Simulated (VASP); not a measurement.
# BaHfO3 (Pm-3m) in VASP: dielectric tensor with r2SCAN

Aim: the dielectric tensor of BaHfO3 with r2SCAN.

Program: VASP 6.6.1. These are calculated values, not measurements. Logs are shortened: lines on timing, memory, paths and dates and some standing lists are left out, and cuts for length are marked.

## (1) The cell of the first run

It takes space group Pm-3m (No. 221, cubic). The conventional cell has a = 4.010 Å, b = 4.010 Å, c = 4.010 Å, α = 90.00°, β = 90.00°, γ = 90.00°. Ba (site symmetry m-3m) has 12 O at 2.84 Å and 8 Hf at 3.47 Å within 3.7 Å. Within 2.7 Å of Hf (site symmetry m-3m) lie 6 O at 2.00 Å. O (site symmetry 4/mmm) has 2 Hf at 2.00 Å within 2.7 Å.

## (2) Dielectric tensor, r2SCAN (strain -4.0%)

Input file INCAR:

```
PREC     = Accurate       # precision mode
ENCUT    = 520            # plane-wave cutoff, eV
EDIFF    = 1E-8           # SCF threshold, eV
ISMEAR   = 0              # smearing method
SIGMA    = 0.01           # smearing width, eV
LREAL    = False          # projectors in reciprocal space
LASPH    = True           # aspherical terms in the spheres
NELM     = 100            # most SCF steps
ALGO     = Normal         # electronic algorithm
ISIF     = 2              # what is computed and relaxed
LWAVE    = False          # write WAVECAR
LCHARG   = False          # write CHGCAR
METAGGA  = R2SCAN         # meta-GGA
LMIXTAU  = True         
LCALCEPS = True
```

Input file KPOINTS:

```
regular mesh
0
Gamma
  6 6 6
```

Input file POSCAR:

```
BaHfO3
1.0
    4.0099764200      0.0000000000      0.0000000000
    0.0000000000      4.0099764200      0.0000000000
    0.0000000000      0.0000000000      4.0099764200
Ba Hf O
1 1 3
Direct
    0.0000000000      0.0000000000      0.0000000000
    0.5000000000      0.5000000000      0.5000000000
    0.5000000000      0.5000000000      0.0000000000
    0.5000000000      0.0000000000      0.5000000000
    0.0000000000      0.5000000000      0.5000000000
```

Potentials or basis: VASP PAW PBE potentials, release 64 (Ba_sv, Hf_pv, O).

On the command line:

```bash
$ cat potpaw_PBE.64/Ba_sv/POTCAR potpaw_PBE.64/Hf_pv/POTCAR potpaw_PBE.64/O/POTCAR > POTCAR
$ mpirun -np 1 vasp_std > vasp.out
```

OUTCAR:

```text
PREC = Accurate
   ENCUT = 520
   EDIFF = 1E-8
   ISMEAR = 0
   LREAL = False
   LASPH = True
   NELM = 100
   ISIF = 2
   METAGGA = R2SCAN

 ion  position               nearest neighbor table
   1  0.000  0.000  0.000-   3 2.84   4 2.84   5 2.84   4 2.84   5 2.84   3 2.84   5 2.84   5 2.84
                             3 2.84   4 2.84   4 2.84   3 2.84   2 3.47   2 3.47   2 3.47   2 3.47
   2  0.500  0.500  0.500-   3 2.00   4 2.00   5 2.00   3 2.00   4 2.00   5 2.00   1 3.47   1 3.47
                             1 3.47   1 3.47   1 3.47   1 3.47   1 3.47   1 3.47
   3  0.500  0.500  0.000-   2 2.00   2 2.00   1 2.84   1 2.84   1 2.84   1 2.84
   4  0.500  0.000  0.500-   2 2.00   2 2.00   1 2.84   1 2.84   1 2.84   1 2.84
   5  0.000  0.500  0.500-   2 2.00   2 2.00   1 2.84   1 2.84   1 2.84   1 2.84

  LATTYP: Found a simple cubic cell.
 ALAT       =     4.0099764200

  Lattice vectors:

 A1 = (   4.0099764200,   0.0000000000,   0.0000000000)
 A2 = (   0.0000000000,   4.0099764200,   0.0000000000)
 A3 = (   0.0000000000,   0.0000000000,   4.0099764200)

Analysis of symmetry for initial positions (statically):
=====================================================================
 Subroutine PRICEL returns:
 Original cell was already a primitive cell.

 Routine SETGRP: Setting up the symmetry group for a
 simple cubic supercell.

 Subroutine GETGRP returns: Found 48 space group operations
 (whereof 48 operations were pure point group operations)
 out of a pool of 48 trial point group operations.

The static configuration has the point symmetry O_h .

Analysis of symmetry for dynamics (positions and initial velocities):
=====================================================================
 Subroutine PRICEL returns:
 Original cell was already a primitive cell.

 Routine SETGRP: Setting up the symmetry group for a
 simple cubic supercell.

 Subroutine GETGRP returns: Found 48 space group operations
 (whereof 48 operations were pure point group operations)
 out of a pool of 48 trial point group operations.

The dynamic configuration has the point symmetry O_h .

 Subroutine INISYM returns: Found 48 space group operations
 (whereof 48 operations are pure point group operations),
 and found     1 'primitive' translations

----------------------------------------------------------------------------------------

                                     Primitive cell

  volume of cell :      64.4801

  direct lattice vectors                    reciprocal lattice vectors
     4.009976420  0.000000000  0.000000000     0.249378025  0.000000000  0.000000000
     0.000000000  4.009976420  0.000000000     0.000000000  0.249378025  0.000000000
     0.000000000  0.000000000  4.009976420     0.000000000  0.000000000  0.249378025

  length of vectors
     4.009976420  4.009976420  4.009976420     0.249378025  0.249378025  0.249378025

  position of ions in fractional coordinates (direct lattice)
     0.000000000  0.000000000  0.000000000
     0.500000000  0.500000000  0.500000000
     0.500000000  0.500000000  0.000000000
     0.500000000  0.000000000  0.500000000
     0.000000000  0.500000000  0.500000000

  ion indices of the primitive-cell ions
   primitive index   ion index
                 1           1
                 2           2
                 3           3
                 4           4
                 5           5

----------------------------------------------------------------------------------------

 KPOINTS: regular mesh

Automatic generation of k-mesh.
 Grid dimensions read from file:
 generate k-points for:    6    6    6

 Generating k-lattice:

  Cartesian coordinates                     Fractional coordinates (reciprocal lattice)
     0.041563004  0.000000000  0.000000000     0.166666667  0.000000000  0.000000000
     0.000000000  0.041563004  0.000000000     0.000000000  0.166666667  0.000000000
     0.000000000  0.000000000  0.041563004     0.000000000  0.000000000  0.166666667

  Length of vectors
     0.041563004  0.041563004  0.041563004

  Shift w.r.t. Gamma in fractional coordinates (k-lattice)
     0.000000000  0.000000000  0.000000000

 Subroutine IBZKPT returns following result:
 ===========================================

 Found     20 irreducible k-points:

 Following reciprocal coordinates:
            Coordinates               Weight
  0.000000  0.000000  0.000000      1.000000
  0.166667  0.000000  0.000000      6.000000
  0.333333  0.000000  0.000000      6.000000
  0.500000  0.000000  0.000000      3.000000
  0.166667  0.166667  0.000000     12.000000
  0.333333  0.166667  0.000000     24.000000
[... 12 lines left out ...]
  0.500000  0.500000  0.333333      6.000000
  0.500000  0.500000  0.500000      1.000000
   k-points           NKPTS =     20   k-points in BZ     NKDIM =     20   number of bands    NBANDS=     23
   number of dos      NEDOS =    301   number of ions     NIONS =      5
   total plane-waves  NPLWV =  27000
   dimension x,y,z NGX =    30 NGY =   30 NGZ =   30
   dimension x,y,z NGXF=    60 NGYF=   60 NGZF=   60
   ions per type =               1   1   3
   NGX,Y,Z   is equivalent  to a cutoff of  12.44, 12.44, 12.44 a.u.
   NGXF,Y,Z  is equivalent  to a cutoff of  24.87, 24.87, 24.87 a.u.
 SYSTEM =  unknown system
   PREC   = accura    normal or accurate (medium, high low for compatibility)
   ISTART =      0    job   : 0-new  1-cont  2-samecut
   ICHARG =      2    charge: 1-file 2-atom 10-const
   ISPIN  =      1    spin polarized calculation?
   LNONCOLLINEAR =      F non collinear calculations
   LSORBIT =      F    spin-orbit coupling
   LASPH  =      T    aspherical Exc in radial PAW
   ENCUT  =  520.0 eV  38.22 Ry    6.18 a.u.   7.46  7.46  7.46*2*pi/ulx,y,z
   NELM   =    100;   NELMIN=  2; NELMDL= -5     # of ELM steps
   EDIFF  = 0.1E-07   stopping-criterion for ELM
   LREAL  =      F    real-space projection
   EDIFFG = 0.1E-06   stopping-criterion for IOM
   NSW    =      0    number of steps for IOM
   IBRION =     -1    ionic relax: 0-MD 1-quasi-New 2-CG
   NFREE  =      0    steps in history (QN), initial steepest desc. (CG)
   ISIF   =      2    stress and relaxation
   ISYM   =      2    0-nonsym 1-usesym 2-fastsym
   POTIM  = 0.5000    time-step for ionic-motion
   TEBEG  =    0.0;   TEEND  =   0.0 temperature during run
   PSTRESS=    0.0 pullay stress
   NELECT =      38.0000    total number of electrons
   NUPDOWN=      -1.0000    fix difference up-down
   EMIN   =  10.00;   EMAX   =-10.00  energy-range for DOS
   EFERMI =   0.00;   METHOD = LEGACY
   ISMEAR =     0;   SIGMA  =   0.01  broadening in eV -4-tet -1-fermi 0-gaus
   EFERMI_NEDOS =   21; number of points for ismear=-14 and -15
   IALGO  =     38    algorithm
   IMIX   =      4    mixing-type and parameters
     AMIX     =   0.40;   BMIX     =  1.00
     AMIX_MAG =   1.60;   BMIX_MAG =  1.00
  volume/ion in A,a.u.               =      12.90        87.03
  Fermi-wavevector in a.u.,A,eV,Ry     =   1.372548  2.593740 25.631853  1.883888
  Thomas-Fermi vector in A             =   2.498145
   LORBIT       =      0    0 simple, 1 ext, 2 COOP (PROOUT), +10 PAW based schemes
   METAGGA = R2SCAN    functional components
   LHFCALC =     F    Hartree Fock is set to
   AEXX    =    0.0000 exact exchange contribution
   IVDW    =     0    specifies the selected vdW correction
   LEPSILON=     F    determine dielectric tensor
   LRPA    =     F    only Hartree local field effects (RPA)
   LRPA       =     F
 non-spin polarized calculation
 Gauss-broadening in eV      SIGMA  =   0.01
  energy-cutoff  :      520.00
  volume of cell :       64.48
 maximum number of plane-waves:      1755
 NGX is ok and might be reduce to    30
   NGX = 15   NGY = 15   NGZ = 15

 Total electronic dipole moment: p[elc]=(    -3.99790    -4.00998    -4.00998 ) |e| Angst

 number of electron      37.9999978 magnetization

 Free energy of the ion-electron system (eV)
  ---------------------------------------------------
  ext. energy  EPLUGINS =         0.00000000
  ---------------------------------------------------
  free energy    TOTEN  =      -107.43083068 eV

  energy without entropy =     -107.43083068  energy(sigma->0) =     -107.43083068

 E-fermi :   2.9498     XC(G=0): -12.1264

 val. band max:        2.8544245850   @ k =   0.5000   0.5000   0.5000
 cond. band min:   10000.0000000000   @ k =   0.0000   0.0000   0.0000
 fundamental gap:   9997.1455754150
 Fermi energy:         2.9497969241

 k-point     1 :       0.0000    0.0000    0.0000
  band No.  band energies     occupation
      1     -26.2161      2.00000
      2     -26.2161      2.00000
      3     -26.2161      2.00000
      4     -22.7588      2.00000
      5     -15.0522      2.00000
      6     -14.6230      2.00000
[... 15 lines left out ...]
     22   10000.0000      0.00000
     23   10000.0000      0.00000

 k-point     2 :       0.1667    0.0000    0.0000
  band No.  band energies     occupation
      1     -26.2881      2.00000
      2     -26.2141      2.00000
      3     -26.2141      2.00000
      4     -22.7172      2.00000
      5     -15.0752      2.00000
      6     -14.6143      2.00000
[... 15 lines left out ...]
     22   10000.0000      0.00000
     23   10000.0000      0.00000
[... 544 lines left out ...]
     22   10000.0000      0.00000
     23   10000.0000      0.00000

 k-point    24 :       0.0000    0.1667    0.1667
  band No.  band energies     occupation
      1     -26.2890      2.00000
      2     -26.2808      2.00000
      3     -26.2121      2.00000
      4     -22.6834      2.00000
      5     -15.0174      2.00000
      6     -14.4544      2.00000
[... 15 lines left out ...]
     22   10000.0000      0.00000
     23   10000.0000      0.00000

 [... further k-points ...]

------------------------ aborting loop because EDIFF is reached ----------------------------------------

            Ionic dipole moment: p[ion]=(   -44.10974   -44.10974   -44.10974 ) |e| Angst

 Total electronic dipole moment: p[elc]=(    -4.00998    -4.00998     4.02205 ) |e| Angst

 MACROSCOPIC STATIC DIELECTRIC TENSOR (including local field effects)
 ------------------------------------------------------
           4.387843    -0.000000     0.000000
          -0.000000     4.387843     0.000000
           0.000000     0.000000     4.387843
 ------------------------------------------------------

 PIEZOELECTRIC TENSOR (including local field effects) (e Angst)
          XX          YY          ZZ          XY          YZ          ZX
  --------------------------------------------------------------------------------
  x     0.00000     0.00000     0.00000     0.00000     0.00000     0.00000
  y     0.00000     0.00000     0.00000     0.00000     0.00000     0.00000
  z     0.00000     0.00000     0.00000     0.00000     0.00000     0.00000

 PIEZOELECTRIC TENSOR (including local field effects) (C/m^2)
          XX          YY          ZZ          XY          YZ          ZX
  --------------------------------------------------------------------------------
  x     0.00000     0.00000     0.00000     0.00000     0.00000     0.00000
  y     0.00000     0.00000     0.00000     0.00000     0.00000     0.00000
  z     0.00000     0.00000     0.00000     0.00000     0.00000     0.00000

 BORN EFFECTIVE CHARGES (including local field effects) (in |e|, cummulative output)
 ---------------------------------------------------------------------------------
 ion    1
    1     2.75928     0.00000    -0.00000
    2     0.00000     2.75928    -0.00000
    3     0.00000     0.00000     2.75928
 ion    2
    1     5.81751    -0.00000     0.00000
    2     0.00000     5.81751     0.00000
    3    -0.00000     0.00000     5.81751
 ion    3
    1    -2.05404     0.00000     0.00000
    2     0.00000    -2.05404     0.00000
    3     0.00000     0.00000    -4.46872
 ion    4
    1    -2.05404    -0.00000     0.00000
    2     0.00000    -4.46872    -0.00000
    3     0.00000     0.00000    -2.05404
 ion    5
    1    -4.46872     0.00000    -0.00000
    2     0.00000    -2.05404     0.00000
    3     0.00000     0.00000    -2.05404

  FORCE on cell =-STRESS in cart. coord.  units (eV):
  Direction    XX          YY          ZZ          XY          YZ          ZX
  --------------------------------------------------------------------------------------
  -------------------------------------------------------------------------------------
  Total       10.8367956     10.8367956     10.8367956     -0.0000000      0.0000000     -0.0000000
  in kB      269.2687827    269.2687827    269.2687827     -0.0000000      0.0000000     -0.0000000
  external PRESSURE =     269.2687827 kB  Pullay stress =       0.0000000 kB

 VOLUME and BASIS-vectors are now :
 -----------------------------------------------------------------------------
  energy-cutoff  :      520.00
  volume of cell :       64.48
      direct lattice vectors                 reciprocal lattice vectors
     4.009976420  0.000000000  0.000000000     0.249378025  0.000000000  0.000000000
     0.000000000  4.009976420  0.000000000     0.000000000  0.249378025  0.000000000
     0.000000000  0.000000000  4.009976420     0.000000000  0.000000000  0.249378025

 POSITION                                       TOTAL-FORCE (eV/Angst)
 -----------------------------------------------------------------------------------
      0.00000      0.00000      0.00000         0.000000      0.000000      0.000000
      2.00499      2.00499      2.00499         0.000000      0.000000      0.000000
      2.00499      2.00499      0.00000         0.000000      0.000000      0.000000
      2.00499      0.00000      2.00499         0.000000      0.000000      0.000000
      0.00000      2.00499      2.00499         0.000000      0.000000      0.000000
 -----------------------------------------------------------------------------------
    total drift:                                0.000000      0.000000     -0.000000

  FREE ENERGIE OF THE ION-ELECTRON SYSTEM (eV)
  ---------------------------------------------------
  free  energy   TOTEN  =      -107.4308306802 eV

  energy  without entropy=     -107.4308306802  energy(sigma->0) =     -107.43083068
```

Run time: 33 min. Hardware: 1 thread of Intel Xeon Platinum 8559C (Emerald Rapids), shared host; peak memory 0.38 GiB.

What came out:

* Band gap on the k mesh: 4.35 eV, indirect (least direct gap 4.42 eV)
* Electronic dielectric tensor (diagonal): 4.39
* Born charges (mean of the diagonal): Ba +2.76; Hf +5.82; O -2.86 e

Electronic dielectric tensor:
```
4.39 0.00 0.00
0.00 4.39 0.00
0.00 0.00 4.39
```

Born effective charge tensors (e):
atom 1, Ba
```
2.76 0.00 0.00
0.00 2.76 0.00
0.00 0.00 2.76
```
atom 2, Hf
```
5.82 0.00 0.00
0.00 5.82 0.00
0.00 0.00 5.82
```
atom 3, O
```
-2.05  0.00  0.00
 0.00 -2.05  0.00
 0.00  0.00 -4.47
```
atom 4, O
```
-2.05  0.00  0.00
 0.00 -4.47  0.00
 0.00  0.00 -2.05
```
atom 5, O
```
-4.47  0.00  0.00
 0.00 -2.05  0.00
 0.00  0.00 -2.05
```

Dipole moments of the cell (e·Å, modulo the quantum): ionic -44.110, -44.110, -44.110; electronic -4.010, -4.010, 4.022

Caveat: the cell differs from its parent crystal (strain -4.0%); the PAW data sets were made with another functional, which shifts forces and pressure a little; spin-orbit coupling is left out, which moves the levels of the heavy elements.
